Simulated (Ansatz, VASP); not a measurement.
# BiTe: VASP beside Ansatz

INCAR

```
PREC = Accurate
ENCUT = 520
EDIFF = 1E-6
ISMEAR = 0
SIGMA = 0.15
LREAL = F
LASPH = T
NELM = 80
ALGO = Normal
ISIF = 2
LWAVE = F
LCHARG = T
GGA = PS
LELF = T
LVHAR = T
NBANDS = 18
```

KPOINTS

```
regular mesh
0
Gamma
  12 12 12
```

Contents of POSCAR:

```
BiTe
1.0
    2.4590483894      1.4197322496      3.3172919545
   -2.4590483894      1.4197322496      3.3172919545
    0.0000000000     -2.8394644991      3.3172919545
Bi Te
1 1
Direct
    0.5000000000      0.5000000000      0.5000000000
    0.0000000000      0.0000000000      0.0000000000
```

Input for Ansatz:

```yaml
crystal:
  lattice:
    - [2.4590483894, 1.4197322496, 3.3172919545]
    - [-2.4590483894, 1.4197322496, 3.3172919545]
    - [0.0, -2.8394644991, 3.3172919545]
  atoms:
    - { symbol: Bi, position: [0.5, 0.5, 0.5] }
    - { symbol: Te, position: [0.0, 0.0, 0.0] }
basis:
  ecutwfc: 420
kpoints:
  mp_grid: { grid: [12, 12, 12] }
hamiltonian:
  xc: pbesol
scf:
  occupations: { method: gaussian, width: 0.15 }
output:
  forces: true
  stress: true
  eigenvalues: true
```

Change from the starting cell: strain +0.015 along x and y, +0.000 along z, atoms carried along.

Alike in both runs: task single point; functional PBEsol; k mesh 12 × 12 × 12; occupations gaussian, width 0.15 eV; no spin polarisation.

```csv
,VASP,Ansatz
version,VASP 6.6.1,Ansatz 0.2.0
potentials or method,"VASP PAW PBE potentials, release 64 (Bi_d, Te), cutoff 520 eV","scalar-relativistic, plane waves, PAW"
valence electrons in the cell,21,31
```

|  | VASP | Ansatz | Ansatz less VASP |
| --- | --- | --- | --- |
| gap on the k mesh at the Fermi level (eV) | none | none | - |
| pressure (GPa) | -3.9 | -3.8 | +0.04 |
| traceless stress, the component that is largest in VASP (GPa) | 0.67 | 0.67 | +0.002 |

VASP's potentials were made for PBE, not for PBEsol. A gap of «none» marks a metal or a gap that the smearing closes. With one functional, cell and mesh, what is left measures potentials, basis and numerics. VASP's potentials hold 21 valence electrons a cell and Ansatz's 31, so a difference there can come from the potentials and not from the codes.

Neither program's run includes spin-orbit coupling.
